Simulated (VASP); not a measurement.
# RbCdI3 (Pm-3m) in VASP: notebook, part 2 of 2

VASP 6.6.1.

### Step 4. Relaxation of cell and atoms, PBEsol

This run uses another cell than the first one, of 36.91 Å³/atom.

INCAR reads:

```
PREC     = Accurate       # precision mode
ENCUT    = 600            # plane-wave cutoff, eV
EDIFF    = 1E-7           # SCF threshold, eV
ISMEAR   = -1             # smearing method
SIGMA    = 0.03           # smearing width, eV
LREAL    = F              # projectors in reciprocal space
LASPH    = T              # aspherical terms in the spheres
NELM     = 60             # most SCF steps
ALGO     = Normal         # electronic algorithm
ISIF     = 3              # what is computed and relaxed
LWAVE    = F              # write WAVECAR
LCHARG   = F              # write CHGCAR
GGA      = PS             # functional
IBRION   = 2              # ionic algorithm
NSW      = 100            # ionic steps
EDIFFG   = -0.01          # ionic threshold
```

KPOINTS reads:

```
Automatic mesh
0
Gamma
  4 4 4
```

POSCAR reads:

```
RbCdI3
1.0
    5.6932966600      0.0000000000      0.0000000000
    0.0000000000      5.6932966600      0.0000000000
    0.0000000000      0.0000000000      5.6932966600
Rb Cd I
1 1 3
Direct
    0.0000000000      0.0000000000      0.0000000000
    0.5000000000      0.5000000000      0.5000000000
    0.5000000000      0.5000000000      0.0000000000
    0.5000000000      0.0000000000      0.5000000000
    0.0000000000      0.5000000000      0.5000000000
```

Launch:

```console
$ cat potpaw_PBE.64/Rb_sv/POTCAR potpaw_PBE.64/Cd/POTCAR potpaw_PBE.64/I/POTCAR > POTCAR
$ mpirun -np 1 vasp_std > vasp.out
```

Run time: 2.2 min. Hardware: 1 thread of Intel Xeon Platinum 8259CL at 2.50GHz (Skylake/Cascade Lake), shared host; peak memory 0.37 GiB.

Results (log left out):

```yaml
Free_energy: -11.8154 eV
Relaxed_volume: 40.69 Å³/atom
Relaxed_cell: a = 5.881 Å, b = 5.881 Å, c = 5.881 Å, α = 90.00°, β = 90.00°, γ = 90.00°
Space_group_after_relaxing_to_0.1_Å: Pm-3m (No. 221)
Energy_gained_by_relaxing: 29.6 meV/atom
Ionic_steps: 3
Pressure_after_relaxing: 0.0 GPa
Band_gap_on_the_k_mesh: zero (bands 21 and 22 overlap by 0.34 eV)
```

Step by step:
| step | energy change (eV) | largest force (eV/Å) | pressure (GPa) | volume (Å³) |
| --- | --- | --- | --- | --- |
| 1 | 0.0000 | 0.0000 | 2.78 | 184.54 |
| 2 | -0.1475 | 0.0000 | 0.14 | 202.15 |
| 3 | -0.1480 | 0.0000 | -0.01 | 203.43 |

Final structure:
```
CELL_PARAMETERS angstrom
5.88127 0.00000 0.00000
0.00000 5.88127 0.00000
0.00000 0.00000 5.88127
ATOMIC_POSITIONS crystal
Rb 0.00000 0.00000 0.00000
Cd 0.50000 0.50000 0.50000
I 0.50000 0.50000 0.00000
I 0.50000 0.00000 0.50000
I 0.00000 0.50000 0.50000
```

Levels at points of the mesh, in eV from the Fermi level:
| k point | band 18 | band 19 | band 20 | band 21 | band 22 | band 23 | band 24 | band 25 |
| --- | --- | --- | --- | --- | --- | --- | --- | --- |
| (0.00, 0.00, 0.00) | -0.87 | -0.55 | -0.55 | -0.55 | -0.40 | 3.40 | 4.80 | 4.80 |
| (0.50, 0.00, 0.00) | -1.15 | -1.11 | -0.72 | -0.72 | 2.67 | 4.79 | 5.18 | 6.21 |
| (0.50, 0.50, 0.00) | -1.20 | -1.20 | -0.19 | -0.08 | 4.14 | 4.80 | 4.80 | 5.55 |
| (0.50, 0.50, 0.50) | -0.17 | -0.06 | -0.06 | -0.06 | 3.97 | 4.04 | 4.04 | 4.04 |

Caveat: semilocal functionals underestimate gaps, and a narrow one can read as zero; the PAW data sets were made with another functional, which shifts forces and pressure a little; spin-orbit coupling is left out, which moves the levels of the heavy elements.

### Step 5. Relaxation of cell and atoms, r2SCAN+rVV10

POSCAR: that of step 4 with these lines changed.

```diff
@@ -2,5 +2,5 @@
 1.0
-    5.6932966600      0.0000000000      0.0000000000
-    0.0000000000      5.6932966600      0.0000000000
-    0.0000000000      0.0000000000      5.6932966600
+    5.8734826219      0.0000000000      0.0000000000
+    0.0000000000      5.8734826219      0.0000000000
+    0.0000000000      0.0000000000      5.8734826219
 Rb Cd I
```

INCAR.step1 reads:

```
PREC     = Accurate       # precision mode
ENCUT    = 600            # plane-wave cutoff, eV
ISMEAR   = -1             # smearing method
SIGMA    = 0.03           # smearing width, eV
LREAL    = False          # projectors in reciprocal space
LASPH    = True           # aspherical terms in the spheres
NELM     = 100            # most SCF steps
GGA      = PE             # functional
ALGO     = Normal         # electronic algorithm
EDIFF    = 1E-4           # SCF threshold, eV
LWAVE    = True           # write WAVECAR
LCHARG   = False          # write CHGCAR
```

INCAR.step2 reads:

```
PREC     = Accurate       # precision mode
ENCUT    = 600            # plane-wave cutoff, eV
EDIFF    = 1E-7           # SCF threshold, eV
ISMEAR   = -1             # smearing method
SIGMA    = 0.03           # smearing width, eV
LREAL    = False          # projectors in reciprocal space
LASPH    = True           # aspherical terms in the spheres
NELM     = 100            # most SCF steps
ALGO     = Normal         # electronic algorithm
ISIF     = 3              # what is computed and relaxed
LWAVE    = False          # write WAVECAR
LCHARG   = False          # write CHGCAR
METAGGA  = R2SCAN         # meta-GGA
LMIXTAU  = True         
LUSE_VDW = True         
IVDW_NL  = 2            
BPARAM   = 11.95        
CPARAM   = 0.0093       
IBRION   = 2              # ionic algorithm
NSW      = 100            # ionic steps
EDIFFG   = -0.01          # ionic threshold
ISTART   = 1
```

KPOINTS is that of step 4.

Launch:

```console
$ cat potpaw_PBE.64/Rb_sv/POTCAR potpaw_PBE.64/Cd/POTCAR potpaw_PBE.64/I/POTCAR > POTCAR
$ cp INCAR.step1 INCAR
$ mpirun -np 1 vasp_std > vasp.out
$ cp INCAR.step2 INCAR
$ mpirun -np 1 vasp_std > vasp.out
```

Wall time 11 min (1 thread of Intel Xeon Platinum 8259CL at 2.50GHz (Skylake/Cascade Lake), shared host); peak memory 0.79 GiB.

The run converged. Its results:

- Free energy: -111.5903 eV
- Relaxed volume: 41.22 Å³/atom
- Relaxed cell: a = 5.907 Å, b = 5.907 Å, c = 5.907 Å, α = 90.00°, β = 90.00°, γ = 90.00°
- Space group after relaxing (to 0.1 Å): Pm-3m (No. 221)
- Energy gained by relaxing: 1.1 meV/atom
- Ionic steps: 2
- Pressure after relaxing: 0.0 GPa
- Band gap on the k mesh: 0.18 eV (least direct gap 0.68 eV)

Step by step:
```csv
step,energy change (eV),largest force (eV/Å),pressure (GPa),volume (Å³)
1,0.0000,0.0000,0.46,202.62
2,-0.0053,0.0000,0.04,206.09
```

Final structure:
```xyz
5
Lattice="5.9068 0.0000 0.0000 0.0000 5.9068 0.0000 0.0000 0.0000 5.9068" Properties=species:S:1:pos:R:3 pbc="T T T"
Rb    0.0000    0.0000    0.0000
Cd    2.9534    2.9534    2.9534
I     2.9534    2.9534    0.0000
I     2.9534    0.0000    2.9534
I     0.0000    2.9534    2.9534
```

Levels at points of the mesh, in eV from the valence-band top:
```tsv
k point	band 18	band 19	band 20	band 21	band 22	band 23	band 24	band 25
(0.00, 0.00, 0.00)	-0.81	-0.50	-0.50	-0.50	0.18	4.10	5.36	5.36
(0.50, 0.00, 0.00)	-1.08	-1.03	-0.66	-0.66	3.09	5.40	5.80	6.88
(0.50, 0.50, 0.00)	-1.13	-1.13	-0.18	-0.02	4.63	5.49	5.49	6.26
(0.50, 0.50, 0.50)	-0.16	0.00	0.00	0.00	4.62	4.76	4.76	4.76
```

Caveat: semilocal functionals underestimate gaps, and a narrow one can read as zero; the PAW data sets were made with another functional, which shifts forces and pressure a little; spin-orbit coupling is left out, which moves the levels of the heavy elements. A k mesh can miss the band edges.

### Step 6. The runs side by side

```csv
task,level,cell,cutoff (eV),gap on the mesh (eV),pressure (GPa),relaxed volume (Å³/atom)
single point,PBEsol,"a = 5.873 Å, 5 atoms",520,none,0.1,-
single point,r2SCAN+rVV10,"a = 5.896 Å, 5 atoms",520,0.19,0.2,-
relaxation of cell and atoms,PBEsol,"relaxed from a = 5.693 Å, 5 atoms",600,none,0.0,40.69
relaxation of cell and atoms,r2SCAN+rVV10,"relaxed from a = 5.873 Å, 5 atoms",600,0.18,0.0,41.22
```

Alike in all rows: potentials or basis VASP PAW PBE potentials, release 64 (Rb_sv, Cd, I); no spin polarisation; k mesh 4 × 4 × 4; smearing fermi-dirac 0.03 eV.

Caveats: semilocal functionals underestimate gaps, and a narrow one can read as zero; the PAW data sets were made with another functional, which shifts forces and pressure a little; spin-orbit coupling is left out, which moves the levels of the heavy elements.

Absolute energies hang on the potentials; compare differences alone.
